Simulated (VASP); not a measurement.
**SnO2: single point with PBE+D3(BJ)**

SnO2:

```xyz
9
Lattice="-3.2373 0.0000 0.0000 -1.6186 -2.8035 0.0000 -1.9424 -1.1214 12.6255" Properties=species:S:1:pos:R:3 pbc="T T T"
Sn   -3.2373   -1.8690    6.4375
Sn   -3.2373    0.0000    2.1457
Sn   -1.6186   -0.9345   10.7293
O    -3.2373   -1.8690    3.1363
O    -3.2373    0.0000   11.7199
O    -1.6186   -0.9345    7.4281
O    -3.2373   -1.8690    9.7388
O    -3.2373    0.0000    5.4470
O    -1.6186   -0.9345    1.1551
```

```json
{
  "Program": "VASP 6.6.1",
  "Task": "single point",
  "Functional": "PBE",
  "Dispersion": "D3(BJ)",
  "Potentials or basis": "VASP PAW PBE potentials, release 64 (Sn_d, O)",
  "Cutoff": "520 eV",
  "k mesh": "9 × 9 × 2",
  "Occupations": "gaussian, width 0.05 eV",
  "Spin": "no spin polarisation",
  "Dipole correction": "no",
  "Further INCAR settings": "ALGO = Normal; EDIFF = 1e-06; NBANDS = 49"
}
```

The pressure is 1.6 GPa and the largest force is 0.407 eV/Å. The band gap on the k mesh is 1.36 eV, direct and the dispersion energy per atom is -0.206 eV.

Forces in eV/Å, atoms in the order of the input:
```
Sn   0.000  0.000  0.000
Sn  -0.040 -0.023  0.303
Sn   0.040  0.023 -0.303
O   -0.003 -0.002  0.055
O   -0.278 -0.161 -0.250
O    0.000  0.000  0.057
O    0.003  0.002 -0.055
O    0.000  0.000 -0.057
O    0.278  0.161  0.250
```

Stress tensor (GPa, compression positive):
```
1.20 0.37 0.55
0.37 0.78 0.32
0.55 0.32 2.79
```

Levels at points of the mesh, in eV from the valence-band top:
```csv
k point,band 35,band 36,band 37,band 38,band 39,band 40,band 41,band 42,band 43,band 44
"(0.00, 0.00, 0.00)",-1.28,-1.23,-1.23,-1.17,0.00,1.36,2.93,3.11,5.36,5.40
"(0.00, 0.00, 0.50)",-1.28,-1.22,-1.17,-0.78,-0.59,1.98,2.16,3.46,5.30,5.53
```

Run time: 3.8 min on 1 thread of Intel(R) Xeon(R) Platinum 8375C CPU @ 2.90GHz (Ice Lake), with other jobs on the host, peak memory 0.36 GiB.

Caveat: spin-orbit coupling is left out, which moves the levels of the heavy elements.
